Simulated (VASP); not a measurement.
# ZnS (Cmc2_1) in VASP: single point with PBEsol

Aim: the single point of ZnS with PBEsol.

All numbers are computed with VASP 6.6.1; they aren't measurements. Logs are shortened: lines on timing, memory, paths and dates and some standing lists are left out, and cuts for length are marked.

### 1 The cell of the first run

It takes space group Cmc2_1 (No. 36, orthorhombic). Conventional cell: a = 3.999 Å, b = 6.270 Å, c = 6.556 Å, α = 90.00°, β = 90.00°, γ = 90.00°. Zn (site symmetry m) has 4 S at 2.24 to 2.47 Å within 3.0 Å. Within 3.0 Å of S (site symmetry m) lie 4 Zn at 2.24 to 2.47 Å.

### 2 Single point, PBEsol

The input, INCAR:

```
PREC = Accurate
ENCUT = 500
EDIFF = 1E-6
ISMEAR = 0
SIGMA = 0.02
LREAL = F
LASPH = T
NELM = 120
ALGO = Normal
ISIF = 2
LWAVE = F
LCHARG = T
GGA = PS
LELF = T
LVHAR = T
NBANDS = 46
GGA_COMPAT = F
```

The input, KPOINTS:

```
regular mesh
0
Gamma
  8 4 6
```

The input, POSCAR:

```
ZnS
1.0
    3.9987862046      0.0000000000      0.0000000000
    0.0000000000      6.5559047512      0.0000000000
    0.0000000000      0.0000000000      6.2701088907
Zn S
4 4
Direct
    0.5000000000      0.0000000000      0.0000000000
    1.0000000000      0.5000000000      0.1666567000
    1.0000000000      0.0000000000      0.5000005000
    0.5000000000      0.5000000000      0.6666572000
    0.5000000000      0.6230000000      0.0000000000
    1.0000000000      0.1230000000      0.1666567000
    1.0000000000      0.6230000000      0.5000005000
    0.5000000000      0.1230000000      0.6666572000
```

Potentials or basis: VASP PAW PBE potentials, release 64 (Zn, S).

On the command line:

```console
cat potpaw_PBE.64/Zn/POTCAR potpaw_PBE.64/S/POTCAR > POTCAR
mpirun -np 1 vasp_std > vasp.out
```

OUTCAR:

```text
PREC = Accurate
   ENCUT = 500
   EDIFF = 1E-6
   ISMEAR = 0
   LREAL = F
   LASPH = T
   NELM = 120
   ISIF = 2
   GGA = PS

 ion  position               nearest neighbor table
   1  0.500  0.000  0.000-   8 2.24   6 2.40   6 2.40   5 2.47
   2  0.000  0.500  0.167-   7 2.24   5 2.40   5 2.40   6 2.47
   3  0.000  0.000  0.500-   6 2.24   8 2.40   8 2.40   7 2.47
   4  0.500  0.500  0.667-   5 2.24   7 2.40   7 2.40   8 2.47
   5  0.500  0.623  0.000-   4 2.24   2 2.40   2 2.40   1 2.47
   6  0.000  0.123  0.167-   3 2.24   1 2.40   1 2.40   2 2.47
   7  0.000  0.623  0.500-   2 2.24   4 2.40   4 2.40   3 2.47
   8  0.500  0.123  0.667-   1 2.24   3 2.40   3 2.40   4 2.47

  LATTYP: Found a simple orthorhombic cell.
 ALAT       =     3.9987862046
 B/A-ratio  =     1.5680030314
 C/A-ratio  =     1.6394736842

  Lattice vectors:

 A1 = (  -3.9987862046,   0.0000000000,   0.0000000000)
 A2 = (   0.0000000000,   0.0000000000,   6.2701088907)
 A3 = (   0.0000000000,   6.5559047512,   0.0000000000)

Analysis of symmetry for initial positions (statically):
=====================================================================
 Subroutine PRICEL returns following result:

  LATTYP: Found a base centered orthorhombic cell.
 ALAT       =     3.9987862046
 B/A-ratio  =     1.5680030314
 C/A-ratio  =     1.6394736842

  Lattice vectors:

 A1 = (   1.9993931023,   0.0000000000,   3.1350513103)
 A2 = (   1.9993931023,   0.0000000000,  -3.1350575804)
 A3 = (   0.0000000000,   6.5559047512,   0.0000000000)

   2 primitive cells build up your supercell.

 Routine SETGRP: Setting up the symmetry group for a
 simple orthorhombic supercell.

 Subroutine GETGRP returns: Found  4 space group operations
 (whereof  2 operations were pure point group operations)
 out of a pool of  8 trial point group operations.

The static configuration has the point symmetry C_1h.
 The point group associated with its full space group is C_2v.

Analysis of symmetry for dynamics (positions and initial velocities):
=====================================================================
 Subroutine PRICEL returns following result:

  LATTYP: Found a base centered orthorhombic cell.
 ALAT       =     3.9987862046
 B/A-ratio  =     1.5680030314
[... 117 lines left out ...]
   LNONCOLLINEAR =      F non collinear calculations
   LSORBIT =      F    spin-orbit coupling
   LASPH  =      T    aspherical Exc in radial PAW
   ENCUT  =  500.0 eV  36.75 Ry    6.06 a.u.   7.29 11.95 11.43*2*pi/ulx,y,z
   NELM   =    120;   NELMIN=  2; NELMDL= -5     # of ELM steps
   EDIFF  = 0.1E-05   stopping-criterion for ELM
   LREAL  =      F    real-space projection
   EDIFFG = 0.1E-04   stopping-criterion for IOM
   NSW    =      0    number of steps for IOM
   IBRION =     -1    ionic relax: 0-MD 1-quasi-New 2-CG
   NFREE  =      0    steps in history (QN), initial steepest desc. (CG)
   ISIF   =      2    stress and relaxation
   ISYM   =      2    0-nonsym 1-usesym 2-fastsym
   POTIM  = 0.5000    time-step for ionic-motion
   TEBEG  =    0.0;   TEEND  =   0.0 temperature during run
   PSTRESS=    0.0 pullay stress
   NELECT =      72.0000    total number of electrons
   NUPDOWN=      -1.0000    fix difference up-down
   EMIN   =  10.00;   EMAX   =-10.00  energy-range for DOS
   EFERMI =   0.00;   METHOD = LEGACY
   ISMEAR =     0;   SIGMA  =   0.02  broadening in eV -4-tet -1-fermi 0-gaus
   EFERMI_NEDOS =   21; number of points for ismear=-14 and -15
   IALGO  =     38    algorithm
   IMIX   =      4    mixing-type and parameters
     AMIX     =   0.40;   BMIX     =  1.00
     AMIX_MAG =   1.60;   BMIX_MAG =  1.00
  volume/ion in A,a.u.               =      20.55       138.66
  Fermi-wavevector in a.u.,A,eV,Ry     =   1.243294  2.349484 21.031600  1.545779
  Thomas-Fermi vector in A             =   2.377611
   LORBIT       =      0    0 simple, 1 ext, 2 COOP (PROOUT), +10 PAW based schemes
   GGA     = PS    functional components
   LHFCALC =     F    Hartree Fock is set to
   AEXX    =    0.0000 exact exchange contribution
   IVDW    =     0    specifies the selected vdW correction
   LEPSILON=     F    determine dielectric tensor
   LRPA    =     F    only Hartree local field effects (RPA)
 non-spin polarized calculation
 Gauss-broadening in eV      SIGMA  =   0.02
  energy-cutoff  :      500.00
  volume of cell :      164.38
 maximum number of plane-waves:      4203
 NGX is ok and might be reduce to    30
   NGX = 15   NGY = 23   NGZ = 23

 number of electron      72.0000021 magnetization

 Free energy of the ion-electron system (eV)
  ---------------------------------------------------
  ext. energy  EPLUGINS =         0.00000000
  ---------------------------------------------------
  free energy    TOTEN  =       -29.81484717 eV

  energy without entropy =      -29.81484717  energy(sigma->0) =      -29.81484717

 E-fermi :   1.9561     XC(G=0):  -9.6535

 val. band max:        1.8340889321   @ k =   0.0000   0.0000   0.0000
 cond. band min:       3.4199806502   @ k =   0.0000   0.0000   0.0000
 fundamental gap:      1.5858917181
 Fermi energy:         1.9560989079

 k-point     1 :       0.0000    0.0000    0.0000
  band No.  band energies     occupation
      1     -11.2604      2.00000
      2     -10.5006      2.00000
      3     -10.2041      2.00000
      4     -10.0359      2.00000
      5      -4.6162      2.00000
      6      -4.5959      2.00000
[... 1165 lines left out ...]
     45       8.8368      0.00000
     46       8.9239      0.00000

 [... further k-points ...]
[... 5 lines left out ...]
  --------------------------------------------------------------------------------------
  -------------------------------------------------------------------------------------
  Total       -6.8316456     -7.8587465      3.9985303      0.0000000      0.0000000      0.0000000
  in kB      -66.5886191    -76.5998572     38.9740083      0.0000000      0.0000000      0.0000000
  external PRESSURE =     -34.7381560 kB  Pullay stress =       0.0000000 kB

 VOLUME and BASIS-vectors are now :
 -----------------------------------------------------------------------------
  energy-cutoff  :      500.00
  volume of cell :      164.38
      direct lattice vectors                 reciprocal lattice vectors
     3.998786205  0.000000000  0.000000000     0.250075885  0.000000000  0.000000000
     0.000000000  6.555904751  0.000000000     0.000000000  0.152534248  0.000000000
     0.000000000  0.000000000  6.270108891     0.000000000  0.000000000  0.159486863

 POSITION                                       TOTAL-FORCE (eV/Angst)
 -----------------------------------------------------------------------------------
      1.99939      0.00000      0.00000         0.000000     -0.293297      0.513700
      0.00000      3.27795      1.04496        -0.000000     -0.293297     -0.513700
      0.00000      0.00000      3.13506         0.000000     -0.293297      0.513700
      1.99939      3.27795      4.18001        -0.000000     -0.293297     -0.513700
      1.99939      4.08433      0.00000        -0.000000      0.293297      0.642991
      0.00000      0.80638      1.04496        -0.000000      0.293297     -0.642991
      0.00000      4.08433      3.13506         0.000000      0.293297      0.642991
      1.99939      0.80638      4.18001         0.000000      0.293297     -0.642991
 -----------------------------------------------------------------------------------
    total drift:                                0.000000     -0.001145     -0.000026

  FREE ENERGIE OF THE ION-ELECTRON SYSTEM (eV)
  ---------------------------------------------------
  free  energy   TOTEN  =       -29.8148471659 eV

  energy  without entropy=      -29.8148471659  energy(sigma->0) =      -29.81484717
```

OSZICAR:

```text
N       E                     dE             d eps       ncg     rms          rms(c)
DAV:   1     0.571855400702E+03    0.57186E+03   -0.32187E+04  5520   0.180E+03
DAV:   2     0.461724430618E+02   -0.52568E+03   -0.50627E+03  5520   0.423E+02
DAV:   3    -0.279216002333E+02   -0.74094E+02   -0.73044E+02  6064   0.148E+02
DAV:   4    -0.314488241480E+02   -0.35272E+01   -0.35114E+01  6788   0.323E+01
DAV:   5    -0.315030529079E+02   -0.54229E-01   -0.54204E-01  6420   0.413E+00    0.129E+01
DAV:   6    -0.297890845524E+02    0.17140E+01   -0.39464E+00  8132   0.444E+01    0.988E+00
DAV:   7    -0.298527741310E+02   -0.63690E-01   -0.36424E+00  6156   0.768E+00    0.433E+00
DAV:   8    -0.298148943689E+02    0.37880E-01   -0.21182E-01  7092   0.460E+00    0.140E+00
DAV:   9    -0.298142114789E+02    0.68289E-03   -0.41533E-02  7134   0.268E+00    0.321E-01
DAV:  10    -0.298145864086E+02   -0.37493E-03   -0.32667E-03  6426   0.504E-01    0.177E-01
DAV:  11    -0.298148468564E+02   -0.26045E-03   -0.52433E-04  6048   0.126E-01    0.882E-02
DAV:  12    -0.298148430475E+02    0.38089E-05   -0.27728E-05  7384   0.725E-02    0.178E-02
DAV:  13    -0.298148448678E+02   -0.18203E-05   -0.82715E-06  6080   0.150E-02    0.155E-02
DAV:  14    -0.298148469536E+02   -0.20858E-05   -0.18427E-06  4510   0.138E-02    0.407E-03
DAV:  15    -0.298148471659E+02   -0.21224E-06   -0.93673E-07  4270   0.485E-03
   1 F= -.29814847E+02 E0= -.29814847E+02  d E =-.404030E-20
```

stdout:

```text
POSCAR found type information on POSCAR ZnS
 POSCAR found :  2 types and       8 ions
 scaLAPACK will be used
 -----------------------------------------------------------------------------
|                                                                             |
|                                                                             |
|     You enforced a specific xc type in the INCAR file but a different       |
|     I HOPE YOU KNOW WHAT YOU ARE DOING!                                     |
|                                                                             |
 -----------------------------------------------------------------------------

 LDA part: xc-table for (Slater+PW92), standard interpolation
 POSCAR, INCAR and KPOINTS ok, starting setup
 FFT: planning ... GRIDC
 FFT: planning ... GRID_SOFT
 FFT: planning ... GRID
 WAVECAR not read
 entering main loop
```

It took 15 min on 1 thread of Intel Xeon 8259CL, shared host; peak memory 0.46 GiB.

Results:

- Free energy: -29.8148 eV
- Pressure: -3.5 GPa
- Largest force: 0.707 eV/Å
- Band gap on the k mesh: 1.59 eV

Forces in eV/Å, atoms in the order of the input:
```
Zn   0.000 -0.293  0.514
Zn   0.000 -0.293 -0.514
Zn   0.000 -0.293  0.514
Zn   0.000 -0.293 -0.514
S    0.000  0.293  0.643
S    0.000  0.293 -0.643
S    0.000  0.293  0.643
S    0.000  0.293 -0.643
```

Levels at points of the mesh, in eV from the valence-band top:
| k point | band 33 | band 34 | band 35 | band 36 | band 37 | band 38 | band 39 | band 40 |
| --- | --- | --- | --- | --- | --- | --- | --- | --- |
| (0.00, 0.00, 0.00) | -0.72 | -0.33 | -0.25 | 0.00 | 1.59 | 2.93 | 2.97 | 3.31 |
| (0.50, 0.00, 0.00) | -1.83 | -1.83 | -1.50 | -1.50 | 4.46 | 4.46 | 4.63 | 4.63 |
| (0.00, 0.50, 0.00) | -0.61 | -0.61 | -0.35 | -0.35 | 2.83 | 2.83 | 3.19 | 3.19 |
| (0.50, 0.50, 0.00) | -1.68 | -1.68 | -1.68 | -1.68 | 4.01 | 4.01 | 4.01 | 4.01 |
| (0.00, 0.00, 0.50) | -0.89 | -0.89 | -0.75 | -0.75 | 3.16 | 3.16 | 3.60 | 3.60 |
| (0.50, 0.00, 0.50) | -1.62 | -1.62 | -0.83 | -0.83 | 3.85 | 3.85 | 3.97 | 3.97 |
| (0.00, 0.50, 0.50) | -1.41 | -1.41 | -1.41 | -1.41 | 3.65 | 3.65 | 3.65 | 3.65 |
| (0.50, 0.50, 0.50) | -1.36 | -1.36 | -1.36 | -1.36 | 3.25 | 3.25 | 3.25 | 3.25 |

Caveat: the stress differs along the axes, from -8 to 4 GPa; the PAW data sets were made with another functional, which shifts forces and pressure a little.
